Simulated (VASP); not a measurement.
# Pt (Im-3m) in VASP: notebook, part 2 of 3

VASP 6.6.1.

### 4 Single point, PBEsol+D3(BJ)

This run uses another cell than the first one, of 14.77 Å³/atom.

The input, INCAR:

```
PREC     = Accurate       # precision mode
ENCUT    = 520            # plane-wave cutoff, eV
EDIFF    = 1E-6           # SCF threshold, eV
ISMEAR   = -1             # smearing method
SIGMA    = 0.05           # smearing width, eV
LREAL    = F              # projectors in reciprocal space
LASPH    = T              # aspherical terms in the spheres
NELM     = 80             # most SCF steps
ALGO     = Normal         # electronic algorithm
ISIF     = 2              # what is computed and relaxed
LWAVE    = F              # write WAVECAR
LCHARG   = F              # write CHGCAR
GGA      = PS             # functional
IVDW     = 12             # dispersion correction
NBANDS   = 11             # bands
```

The input, KPOINTS:

```
Automatic mesh
0
Gamma
  12 12 12
```

The input, POSCAR:

```
Pt
1.0
   -1.5457441447      1.5457441447      1.5457441447
    1.5457441447     -1.5457441447      1.5457441447
    1.5457441447      1.5457441447     -1.5457441447
Pt
1
Direct
    0.0000000000      0.0000000000      0.0000000000
```

Potentials or basis: VASP PAW PBE potentials, release 64 (Pt).

Started as:

```sh
$ cat potpaw_PBE.64/Pt/POTCAR > POTCAR
$ mpirun -np 1 vasp_std > vasp.out
```

OUTCAR:

```text
PREC = Accurate
   ENCUT = 520
   EDIFF = 1E-6
   ISMEAR = -1
   LREAL = F
   LASPH = T
   NELM = 80
   ISIF = 2
   GGA = PS
   IVDW = 12
 IVDW          = 12

 ion  position               nearest neighbor table
   1  0.000  0.000  0.000-

  LATTYP: Found a body centered cubic cell.
 ALAT       =     3.0914882894

  Lattice vectors:

 A1 = (  -1.5457441447,   1.5457441447,   1.5457441447)
 A2 = (   1.5457441447,  -1.5457441447,   1.5457441447)
 A3 = (   1.5457441447,   1.5457441447,  -1.5457441447)

Analysis of symmetry for initial positions (statically):
=====================================================================
 Subroutine PRICEL returns:
 Original cell was already a primitive cell.

 Routine SETGRP: Setting up the symmetry group for a
 body centered cubic supercell.

 Subroutine GETGRP returns: Found 48 space group operations
 (whereof 48 operations were pure point group operations)
 out of a pool of 48 trial point group operations.

The static configuration has the point symmetry O_h .

Analysis of symmetry for dynamics (positions and initial velocities):
=====================================================================
 Subroutine PRICEL returns:
 Original cell was already a primitive cell.

 Routine SETGRP: Setting up the symmetry group for a
 body centered cubic supercell.

 Subroutine GETGRP returns: Found 48 space group operations
 (whereof 48 operations were pure point group operations)
 out of a pool of 48 trial point group operations.

The dynamic configuration has the point symmetry O_h .

 Subroutine INISYM returns: Found 48 space group operations
 (whereof 48 operations are pure point group operations),
 and found     1 'primitive' translations

----------------------------------------------------------------------------------------

                                     Primitive cell

  volume of cell :      14.7731

  direct lattice vectors                    reciprocal lattice vectors
    -1.545744145  1.545744145  1.545744145     0.000000000  0.323468798  0.323468798
     1.545744145 -1.545744145  1.545744145     0.323468798  0.000000000  0.323468798
     1.545744145  1.545744145 -1.545744145     0.323468798  0.323468798  0.000000000

  length of vectors
     2.677307394  2.677307394  2.677307394     0.457453961  0.457453961  0.457453961

  position of ions in fractional coordinates (direct lattice)
     0.000000000  0.000000000  0.000000000

  ion indices of the primitive-cell ions
   primitive index   ion index
                 1           1

----------------------------------------------------------------------------------------

 KPOINTS: Automatic mesh

Automatic generation of k-mesh.
 Grid dimensions read from file:
 generate k-points for:   12   12   12

 Generating k-lattice:

  Cartesian coordinates                     Fractional coordinates (reciprocal lattice)
     0.000000000  0.026955733  0.026955733     0.083333333  0.000000000  0.000000000
     0.026955733  0.000000000  0.026955733     0.000000000  0.083333333  0.000000000
     0.026955733  0.026955733  0.000000000     0.000000000  0.000000000  0.083333333

  Length of vectors
     0.038121163  0.038121163  0.038121163

  Shift w.r.t. Gamma in fractional coordinates (k-lattice)
     0.000000000  0.000000000  0.000000000

 Subroutine IBZKPT returns following result:
 ===========================================

 Found     72 irreducible k-points:

 Following reciprocal coordinates:
            Coordinates               Weight
  0.000000  0.000000  0.000000      1.000000
  0.083333  0.000000  0.000000     12.000000
  0.166667  0.000000  0.000000     12.000000
  0.250000  0.000000  0.000000     12.000000
  0.333333  0.000000  0.000000     12.000000
  0.416667  0.000000  0.000000     12.000000
[... 16 lines left out ...]
  0.333333  0.083333  0.083333     24.000000
  0.416667  0.083333  0.083333     12.000000
 [... further k-points ...]
   k-points           NKPTS =     72   k-points in BZ     NKDIM =     72   number of bands    NBANDS=     11
   number of dos      NEDOS =    301   number of ions     NIONS =      1
   total plane-waves  NPLWV =   8000
   dimension x,y,z NGX =    20 NGY =   20 NGZ =   20
   dimension x,y,z NGXF=    40 NGYF=   40 NGZF=   40
   ions per type =               1
   NGX,Y,Z   is equivalent  to a cutoff of  12.42, 12.42, 12.42 a.u.
   NGXF,Y,Z  is equivalent  to a cutoff of  24.84, 24.84, 24.84 a.u.
 SYSTEM =  unknown system
   PREC   = accura    normal or accurate (medium, high low for compatibility)
   ISTART =      0    job   : 0-new  1-cont  2-samecut
   ICHARG =      2    charge: 1-file 2-atom 10-const
   ISPIN  =      1    spin polarized calculation?
   LNONCOLLINEAR =      F non collinear calculations
   LSORBIT =      F    spin-orbit coupling
   LASPH  =      T    aspherical Exc in radial PAW
   ENCUT  =  520.0 eV  38.22 Ry    6.18 a.u.   4.98  4.98  4.98*2*pi/ulx,y,z
   NELM   =     80;   NELMIN=  2; NELMDL= -5     # of ELM steps
   EDIFF  = 0.1E-05   stopping-criterion for ELM
   LREAL  =      F    real-space projection
   EDIFFG = 0.1E-04   stopping-criterion for IOM
   NSW    =      0    number of steps for IOM
   IBRION =     -1    ionic relax: 0-MD 1-quasi-New 2-CG
   NFREE  =      0    steps in history (QN), initial steepest desc. (CG)
   ISIF   =      2    stress and relaxation
   ISYM   =      2    0-nonsym 1-usesym 2-fastsym
   POTIM  = 0.5000    time-step for ionic-motion
   TEBEG  =    0.0;   TEEND  =   0.0 temperature during run
   PSTRESS=    0.0 pullay stress
   NELECT =      10.0000    total number of electrons
   NUPDOWN=      -1.0000    fix difference up-down
   EMIN   =  10.00;   EMAX   =-10.00  energy-range for DOS
   EFERMI =   0.00;   METHOD = LEGACY
   ISMEAR =    -1;   SIGMA  =   0.05  broadening in eV -4-tet -1-fermi 0-gaus
   EFERMI_NEDOS =   21; number of points for ismear=-14 and -15
   IALGO  =     38    algorithm
   IMIX   =      4    mixing-type and parameters
     AMIX     =   0.40;   BMIX     =  1.00
     AMIX_MAG =   1.60;   BMIX_MAG =  1.00
  volume/ion in A,a.u.               =      14.77        99.69
  Fermi-wavevector in a.u.,A,eV,Ry     =   1.437421  2.716331 28.112061  2.066178
  Thomas-Fermi vector in A             =   2.556500
   LORBIT       =      0    0 simple, 1 ext, 2 COOP (PROOUT), +10 PAW based schemes
   GGA     = PS    functional components
   LHFCALC =     F    Hartree Fock is set to
   AEXX    =    0.0000 exact exchange contribution
   IVDW    =    12    specifies the selected vdW correction
   LEPSILON=     F    determine dielectric tensor
   LRPA    =     F    only Hartree local field effects (RPA)
 non-spin polarized calculation
  energy-cutoff  :      520.00
  volume of cell :       14.77
 maximum number of plane-waves:       420
   NGX =  9   NGY =  9   NGZ =  9

 number of electron      10.0000002 magnetization

 Free energy of the ion-electron system (eV)
  ---------------------------------------------------
  ext. energy  EPLUGINS =         0.00000000
  ---------------------------------------------------
  free energy    TOTEN  =        -6.85939078 eV

  energy without entropy =       -6.85392747  energy(sigma->0) =       -6.85665913

 E-fermi :  11.1748     XC(G=0): -13.7428

 val. band max:       11.1282317533   @ k =   0.5000   0.5000   0.4167
 cond. band min:      11.2287247973   @ k =  -0.4167  -0.4167   0.1667
 fundamental gap:      0.1004930440
 Fermi energy:        11.1748350370

 k-point     1 :       0.0000    0.0000    0.0000
  band No.  band energies     occupation
      1       0.9787      2.00000
      2       7.3932      2.00000
      3       7.3932      2.00000
      4       7.3932      2.00000
      5      10.1654      2.00000
      6      10.1654      2.00000
      7      28.3092      0.00000
      8      28.3092      0.00000
      9      28.3092      0.00000
     10      39.1846      0.00000
     11      39.1846      0.00000
[... 309 lines left out ...]
 k-point    24 :       0.4167    0.0833    0.0833
  band No.  band energies     occupation
      1       4.5141      2.00000
      2       5.8047      2.00000
      3       9.3908      2.00000
      4      10.1269      2.00000
      5      10.5673      1.99999
      6      14.7974      0.00000
      7      17.6931      0.00000
      8      24.5300      0.00000
      9      25.7451      0.00000
     10      36.0884      0.00000
     11      36.2495      0.00000

 [... further k-points ...]

------------------------ aborting loop because EDIFF is reached ----------------------------------------

 Edisp (eV)   -0.76512

 E8    (eV) :    -0.5233

  FORCE on cell =-STRESS in cart. coord.  units (eV):
  Direction    XX          YY          ZZ          XY          YZ          ZX
  --------------------------------------------------------------------------------------
  -------------------------------------------------------------------------------------
  Total      -0.03213    -0.03213    -0.03213     0.00000     0.00000     0.00000
  in kB      -3.48415    -3.48415    -3.48415     0.00000     0.00000     0.00000
  external pressure =       -3.48 kB  Pullay stress =        0.00 kB

 VOLUME and BASIS-vectors are now :
 -----------------------------------------------------------------------------
  energy-cutoff  :      520.00
  volume of cell :       14.77
      direct lattice vectors                 reciprocal lattice vectors
    -1.545744145  1.545744145  1.545744145     0.000000000  0.323468798  0.323468798
     1.545744145 -1.545744145  1.545744145     0.323468798  0.000000000  0.323468798
     1.545744145  1.545744145 -1.545744145     0.323468798  0.323468798  0.000000000

 POSITION                                       TOTAL-FORCE (eV/Angst)
 -----------------------------------------------------------------------------------
      0.00000      0.00000      0.00000        -0.000000      0.000000      0.000000
 -----------------------------------------------------------------------------------
    total drift:                                0.000000      0.000000      0.000000

  FREE ENERGIE OF THE ION-ELECTRON SYSTEM (eV)
  ---------------------------------------------------
  free  energy   TOTEN  =        -7.6245118285 eV

  energy  without entropy=       -7.6190485158  energy(sigma->0) =       -7.62178017
```

It took 9.4 s on 1 thread of Intel Xeon 8259CL, shared host; peak memory 0.14 GiB.

What came out:

```
Free energy                : -7.6245 eV
Pressure                   : -0.3 GPa
Band gap on the k mesh     : zero (bands 5 and 6 overlap by 2.44 eV)
Dispersion energy per atom : -0.765 eV
```

Caveat: the PAW data sets were made with another functional, which shifts forces and pressure a little; spin-orbit coupling is left out, which moves the levels of the heavy elements.

### 5 Single point, PBEsol+D3(BJ)

This run uses another cell than the first one, of 14.90 Å³/atom.

The input, INCAR:

```
PREC = Accurate
ENCUT = 520
EDIFF = 1E-7
ISMEAR = -1
SIGMA = 0.05
LREAL = False
LASPH = True
NELM = 80
ALGO = Normal
ISIF = 2
LWAVE = False
LCHARG = False
GGA = PS
IVDW = 12
NBANDS = 11
```

The input, KPOINTS:

```
regular mesh
0
Gamma
  12 12 12
```

The input, POSCAR:

```
Pt
1.0
   -1.5501593528      1.5501593528      1.5501593528
    1.5501593528     -1.5501593528      1.5501593528
    1.5501593528      1.5501593528     -1.5501593528
Pt
1
Direct
    0.0000000000      0.0000000000      0.0000000000
```

Started as:

```sh
$ cat potpaw_PBE.64/Pt/POTCAR > POTCAR
$ mpirun -np 1 vasp_std > vasp.out
```

Run time: 10 s. Hardware: 1 thread of Intel Xeon 8259CL, shared host; peak memory 0.14 GiB.

It converged, with:

| Item | Value |
| --- | --- |
| Free energy | -7.6233 eV |
| Pressure | -2.9 GPa |
| Band gap on the k mesh | zero (bands 5 and 6 overlap by 2.40 eV) |
| Dispersion energy per atom | -0.759 eV |

Levels at points of the mesh, in eV from the Fermi level:
```tsv
k point	band 3	band 4	band 5	band 6	band 7	band 8
(0.00, 0.00, 0.00)	-3.73	-3.73	-1.00	-1.00	17.14	17.14
(0.50, 0.00, 0.00)	-1.19	-0.62	0.09	1.27	6.87	13.31
(0.50, 0.50, 0.50)	0.69	0.69	0.69	7.82	7.82	7.82
```

Caveat: three body term missing; the PAW data sets were made with another functional, which shifts forces and pressure a little; spin-orbit coupling is left out, which moves the levels of the heavy elements.

[end of part 2 of 3]
